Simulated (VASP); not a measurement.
CdS: single point with RPBE+D3(BJ)

The system is CdS.

```
Cd S
1.0
     4.23139    0.00000    0.00000
    -2.11570    3.66449    0.00000
     0.00000    0.00000    6.86913
Cd S
2 2
Cartesian
  2.1157 1.2215 3.4346
  0.0000 2.4430 0.0000
  2.1157 1.2215 6.0105
  0.0000 2.4430 2.5759
```

```json
{
 "Program": "VASP 6.6.1",
 "Task": "single point",
 "Functional": "RPBE",
 "Dispersion": "D3(BJ)",
 "Potentials or basis": "VASP PAW PBE potentials, release 64 (Cd, S)",
 "Cutoff": "520 eV",
 "k mesh": "7 × 7 × 4",
 "Occupations": "fermi-dirac, width 0.05 eV",
 "Spin": "no spin polarisation",
 "Dipole correction": "no",
 "Further INCAR settings": "ALGO = Normal; EDIFF = 1e-06; NBANDS = 26"
}
```

```json
{
  "Pressure": "-6.6 GPa",
  "Largest force": "0.076 eV/Å",
  "Band gap on the k mesh": "1.24 eV",
  "Dispersion energy per atom": "-1.073 eV"
}
```

Forces in eV/Å, atoms in the order of the input:
```
Cd   0.000  0.000 -0.076
Cd   0.000  0.000 -0.076
S    0.000  0.000  0.076
S    0.000  0.000  0.076
```

Stress tensor (GPa, compression positive):
```
-6.69  0.00  0.00
 0.00 -6.69  0.00
 0.00  0.00 -6.41
```

Levels at points of the mesh, in eV from the valence-band top:
```csv
k point,band 16,band 17,band 18,band 19,band 20,band 21
"(0.00, 0.00, 0.00)",-0.03,0.00,0.00,1.24,2.84,6.56
"(0.00, 0.00, 0.50)",-0.35,-0.35,-0.35,2.85,2.85,6.28
```

Run time: 49 s on 1 thread of Intel(R) Xeon(R) Platinum 8259CL CPU @ 2.50GHz (Skylake/Cascade Lake), with other jobs on the host, peak memory 0.25 GiB.

Caveat: the cell stands under tension; the dispersion term is far too large for a dense solid, which distorts pressure and volume; the PAW data sets were made with another functional, which shifts forces and pressure a little. As with any semilocal functional, this RPBE gap is likely too small.
